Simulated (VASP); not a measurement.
# Mg in VASP: further runs, part 2 of 2

VASP 6.6.1. Earlier steps stand in the parts before.

### Step 4. Single point, r2SCANh, collinear spin, zero start

File POSCAR:

```
Mg
1.0
   14.0000000000      0.0000000000      0.0000000000
    0.0000000000     14.4000000000      0.0000000000
    0.0000000000      0.0000000000     14.8000000000
Mg
1
Direct
    0.5000000000      0.5000000000      0.5000000000
```

File INCAR.step1:

```
SYSTEM = Mg
ALGO = Normal
EDIFF = 1E-5
ENCUT = 520
GGA = PE
ISIF = 2
ISMEAR = -1
ISPIN = 2
ISYM = 0
LASPH = .True.
LCHARG = .False.
LORBIT = 11
LREAL = .False.
LWAVE = .True.
MAGMOM = 0.01
NBANDS = 11
NELM = 150
PREC = Accurate
SIGMA = 0.01
```

File INCAR.step2:

```
SYSTEM = Mg
AEXX = 0.1
ALGO = Normal
EDIFF = 1E-7
ENCUT = 520
ISIF = 2
ISMEAR = -1
ISPIN = 2
ISTART = 1
ISYM = 0
LASPH = .True.
LCHARG = .False.
LHFCALC = .True.
LMIXTAU = .True.
LORBIT = 11
LREAL = .False.
LWAVE = .False.
MAGMOM = 0.01
METAGGA = R2SCAN
NBANDS = 11
NELM = 150
PREC = Accurate
PRECFOCK = Normal
SIGMA = 0.01
```

File KPOINTS:

```
k-points
0
Gamma
  1 1 1
  0 0 0
```

Potentials or basis: VASP PAW PBE potentials, release 64 (Mg).

Started as:

```
$ cat potpaw_PBE.64/Mg/POTCAR > POTCAR
$ cp INCAR.step1 INCAR
$ mpirun -np 1 vasp_gam > vasp.out
$ cp INCAR.step2 INCAR
$ mpirun -np 1 vasp_gam > vasp.out
```

OUTCAR:

```text
SYSTEM = Mg
   AEXX = 0.1
   EDIFF = 1E-7
   ENCUT = 520
   ISIF = 2
   ISMEAR = -1
   ISPIN = 2
   ISTART = 1
   ISYM = 0
   LASPH = .True.
   LHFCALC = .True.
   LORBIT = 11
   LREAL = .False.
   METAGGA = R2SCAN
   NELM = 150
   PREC = Accurate
   PRECFOCK = Normal

 ion  position               nearest neighbor table
   1  0.500  0.500  0.500-

IMPORTANT INFORMATION: All symmetrisations will be switched off!
NOSYMM: (Re-)initialisation of all symmetry stuff for point group C_1.

----------------------------------------------------------------------------------------

                                     Primitive cell

  volume of cell :    2983.6800

  direct lattice vectors                    reciprocal lattice vectors
    14.000000000  0.000000000  0.000000000     0.071428571  0.000000000  0.000000000
     0.000000000 14.400000000  0.000000000     0.000000000  0.069444444  0.000000000
     0.000000000  0.000000000 14.800000000     0.000000000  0.000000000  0.067567568

  length of vectors
    14.000000000 14.400000000 14.800000000     0.071428571  0.069444444  0.067567568

  position of ions in fractional coordinates (direct lattice)
     0.500000000  0.500000000  0.500000000

  ion indices of the primitive-cell ions
   primitive index   ion index
                 1           1

----------------------------------------------------------------------------------------

 KPOINTS: k-points

Automatic generation of k-mesh.
 Grid dimensions read from file:
 generate k-points for:    1    1    1

 Generating k-lattice:

  Cartesian coordinates                     Fractional coordinates (reciprocal lattice)
     0.071428571  0.000000000  0.000000000     1.000000000  0.000000000  0.000000000
     0.000000000  0.069444444  0.000000000     0.000000000  1.000000000  0.000000000
     0.000000000  0.000000000  0.067567568     0.000000000  0.000000000  1.000000000

  Length of vectors
     0.071428571  0.069444444  0.067567568
[... 72 lines left out ...]
 maximum number of plane-waves:     40220
 NGX is ok and might be reduce to   108
  NGX = 80; NGY = 84; NGZ = 84

 number of electron       2.0000000 magnetization       0.0000000

 number of electron       2.0000000 magnetization      -0.0000000

 Free energy of the ion-electron system (eV)
  ---------------------------------------------------
  ext. energy  EPLUGINS =         0.00000000
  ---------------------------------------------------
  free energy    TOTEN  =        -2.22280394 eV

  energy without entropy =       -2.22280394  energy(sigma->0) =       -2.22280394

 E-fermi :  -4.7871     XC(G=0):  -0.0337

 val. band max:       -5.0425758308   @ k =   0.0000   0.0000   0.0000
 cond. band min:      -0.8958986893   @ k =   0.0000   0.0000   0.0000
 fundamental gap:      4.1466771415
 Fermi energy:        -4.7870743612

 spin component 1

 k-point     1 :       0.0000    0.0000    0.0000
  band No.  band energies     occupation
      1      -5.0426      1.00000
      2      -0.8959      0.00000
      3      -0.8952      0.00000
      4      -0.8941      0.00000
      5       0.1890      0.00000
      6       0.8359      0.00000
      7       0.8868      0.00000
      8       0.9416      0.00000
      9       0.9770      0.00000
     10       1.0162      0.00000
     11       1.0892      0.00000
 Fermi energy:        -4.7870743612

 spin component 2

 k-point     1 :       0.0000    0.0000    0.0000
  band No.  band energies     occupation
      1      -5.0426      1.00000
      2      -0.8959      0.00000
      3      -0.8952      0.00000
      4      -0.8941      0.00000
      5       0.1890      0.00000
      6       0.8359      0.00000
      7       0.8868      0.00000
      8       0.9416      0.00000
      9       0.9770      0.00000
     10       1.0162      0.00000
     11       1.0892      0.00000

------------------------ aborting loop because EDIFF is reached ----------------------------------------

  FORCE on cell =-STRESS in cart. coord.  units (eV):
  Direction    XX          YY          ZZ          XY          YZ          ZX
  --------------------------------------------------------------------------------------
  -------------------------------------------------------------------------------------
  Total       -0.0077451     -0.0078213     -0.0076757     -0.0000000      0.0000000      0.0000000
  in kB       -0.0041590     -0.0041999     -0.0041217     -0.0000000      0.0000000      0.0000000
  external PRESSURE =      -0.0041602 kB  Pullay stress =       0.0000000 kB

 VOLUME and BASIS-vectors are now :
 -----------------------------------------------------------------------------
  energy-cutoff  :      520.00
  volume of cell :     2983.68
      direct lattice vectors                 reciprocal lattice vectors
    14.000000000  0.000000000  0.000000000     0.071428571  0.000000000  0.000000000
     0.000000000 14.400000000  0.000000000     0.000000000  0.069444444  0.000000000
     0.000000000  0.000000000 14.800000000     0.000000000  0.000000000  0.067567568

 POSITION                                       TOTAL-FORCE (eV/Angst)
 -----------------------------------------------------------------------------------
      7.00000      7.20000      7.40000        -0.000000      0.000000      0.000000
 -----------------------------------------------------------------------------------
    total drift:                               -0.000000      0.000000      0.000000

  FREE ENERGIE OF THE ION-ELECTRON SYSTEM (eV)
  ---------------------------------------------------
  free  energy   TOTEN  =        -2.2228039415 eV

  energy  without entropy=       -2.2228039414  energy(sigma->0) =       -2.22280394

 total charge

# of ion       s       p       d       tot
------------------------------------------
    1        0.355   0.000   0.000   0.355

 magnetization (x)

# of ion       s       p       d       tot
------------------------------------------
    1       -0.000  -0.000  -0.000  -0.000
```

OSZICAR.step1:

```text
N       E                     dE             d eps       ncg     rms          rms(c)
DAV:   1     0.165687447767E+01    0.16569E+01   -0.12643E+02    44   0.387E+01
DAV:   2     0.728608805970E-01   -0.15840E+01   -0.15813E+01    82   0.110E+01
DAV:   3     0.297095091668E-03   -0.72564E-01   -0.72560E-01    64   0.207E+00
DAV:   4    -0.462923848175E-03   -0.76002E-03   -0.75999E-03    56   0.253E-01
DAV:   5    -0.500133562568E-03   -0.37210E-04   -0.37210E-04    55   0.529E-02    0.145E-02
DAV:   6    -0.411735278561E-03    0.88398E-04   -0.47784E-05    44   0.134E-02    0.560E-03
DAV:   7    -0.326672116302E-03    0.85063E-04   -0.29888E-05    44   0.756E-03    0.319E-03
DAV:   8    -0.285390815336E-03    0.41281E-04   -0.29572E-06    44   0.380E-03    0.177E-03
DAV:   9    -0.344777441370E-03   -0.59387E-04   -0.11251E-05    44   0.530E-03    0.879E-04
DAV:  10    -0.442340563126E-03   -0.97563E-04   -0.10939E-05    44   0.457E-03    0.407E-04
DAV:  11    -0.490934423482E-03   -0.48594E-04   -0.26306E-06    44   0.298E-03    0.232E-04
DAV:  12    -0.518513662456E-03   -0.27579E-04   -0.14984E-06    44   0.194E-03    0.826E-05
DAV:  13    -0.523485574746E-03   -0.49719E-05   -0.20759E-07    44   0.751E-04
   1 F= -.52348557E-03 E0= -.52348557E-03  d E =-.112678E-10  mag=     0.0000
```

Wall time 13 min (1 thread of AMD EPYC 7R13 (Zen 3), shared host); peak memory 3.4 GiB.

What came out:

- Free energy: -2.2228 eV
- Pressure: 0.0 GPa
- Band gap on the k mesh: 4.15 eV
- Net moment: 0.00 μB per cell
- Valence electrons inside the program's atomic spheres: Mg 0.35

Caveat: the PAW data sets were made with another functional, which shifts forces and pressure a little.

### Step 5. Summary

| level | grid for exact exchange (PRECFOCK) | share of exact exchange | gap on the mesh (eV) | pressure (GPa) | moment (μB) |
| --- | --- | --- | --- | --- | --- |
| r2SCAN | - | - | 3.66 | 0.0 | 0.00 |
| r2SCAN0 | Normal | 0.25 | 4.85 | 0.0 | 0.00 |
| r2SCANh | Normal | 0.1 | 4.15 | 0.0 | 0.00 |

Alike in all rows: task single point; potentials or basis VASP PAW PBE potentials, release 64 (Mg); spin collinear, zero start; cell as given; k mesh 1 × 1 × 1; cutoff (eV) 520; smearing fermi-dirac 0.01 eV.

On the cell as given the gap runs from 3.66 eV (r2SCAN) to 4.85 eV (r2SCAN0).

Caveats: the PAW data sets were made with another functional, which shifts forces and pressure a little.

Total energies depend on the potentials used, so only differences within one code and one set of settings carry meaning.
